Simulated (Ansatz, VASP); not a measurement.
# C: VASP beside Ansatz

```
CELL_PARAMETERS angstrom
1.14341 -2.07948 0.00000
1.14341 2.07948 0.00000
0.00000 0.00000 7.37782
ATOMIC_POSITIONS crystal
C 0.08332 0.91668 0.74984
C 0.58332 0.41668 0.25016
C 0.91668 0.08332 0.25016
C 0.41668 0.58332 0.74984
```

Change from the starting cell: normal strain along x -0.0700, normal strain along y -0.0233.

Alike in both runs: task single point; functional PBEsol; k mesh 18 × 18 × 6; occupations gaussian, width 0.15 eV; no spin polarisation.

|  | VASP | Ansatz |
| --- | --- | --- |
| version | VASP 6.6.1 | Ansatz 0.2.0 |
| potentials or method | VASP PAW PBE potentials, release 64 (C), cutoff 520 eV | scalar-relativistic, plane waves, PAW |
| valence electrons in the cell | 16 | 16 |

VASP gave:

```
gap on the k mesh at the Fermi level (eV)                     : 0.25
least direct gap on the mesh (eV)                             : 0.25
pressure (GPa)                                                : 46.6
traceless stress, the component that is largest in VASP (GPa) : 49.01
rms of the force components (eV/Å)                            : 0.694
```

Q: Estimate Ansatz's values.

A: gap on the k mesh at the Fermi level (eV): 0.25; least direct gap on the mesh (eV): 0.25; pressure (GPa): 45.8; traceless stress, the component that is largest in VASP (GPa): 48.49; rms of the force components (eV/Å): 0.688.

VASP's potentials were made for PBE, not for PBEsol, and Ansatz warns of the same on its side. Atom by atom the forces differ by 0.006 eV/Å (rms over components). Both programs put the cell under a high pressure, so it lies far from rest at this level. With one functional, cell and mesh, what is left measures potentials, basis and numerics.
